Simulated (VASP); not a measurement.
Input of a VASP 6.6.1 run:

Contents of INCAR:

```
PREC = Accurate
ENCUT = 520
EDIFF = 1E-6
ISMEAR = 0
SIGMA = 0.1
LREAL = F
LASPH = T
NELM = 150
ALGO = Normal
ISIF = 2
LWAVE = F
LCHARG = T
ISPIN = 2
MAGMOM = 0 0 0 2 0 0 0
LORBIT = 11
LMAXMIX = 4
GGA = PE
LELF = T
LVHAR = T
NBANDS = 30
```

File KPOINTS:

```
regular mesh
0
Gamma
  8 8 8
```

The input POSCAR:

```
Mg3TiAs3
1.0
    5.5151052055      0.0000000000      0.0000000000
    0.0000000000      5.5151052055      0.0000000000
    0.0000000000      0.0000000000      5.5151052055
Mg Ti As
3 1 3
Direct
    0.5000000000      0.5000000000      0.0000000000
    0.0000000000      0.5000000000      0.5000000000
    0.5000000000      0.0000000000      0.5000000000
    0.5000000000      0.5000000000      0.5000000000
    0.5000000000      0.0000000000      0.0000000000
    0.0000000000      0.5000000000      0.0000000000
    0.0000000000      0.0000000000      0.5000000000
```

Potentials or basis: VASP PAW PBE potentials, release 64 (Mg, Ti_sv, As).

Run with:

```bash
$ cat potpaw_PBE.64/Mg/POTCAR potpaw_PBE.64/Ti_sv/POTCAR potpaw_PBE.64/As/POTCAR > POTCAR
$ mpirun -np 1 vasp_std > vasp.out
```

Problem. Predict the pressure.

Solution. -0.1 GPa.

Problem. Estimate the net moment.

Solution. 3.01 μB per cell.

Problem. Estimate the band gap on the k mesh.

Solution. Zero (filled and empty bands overlap).
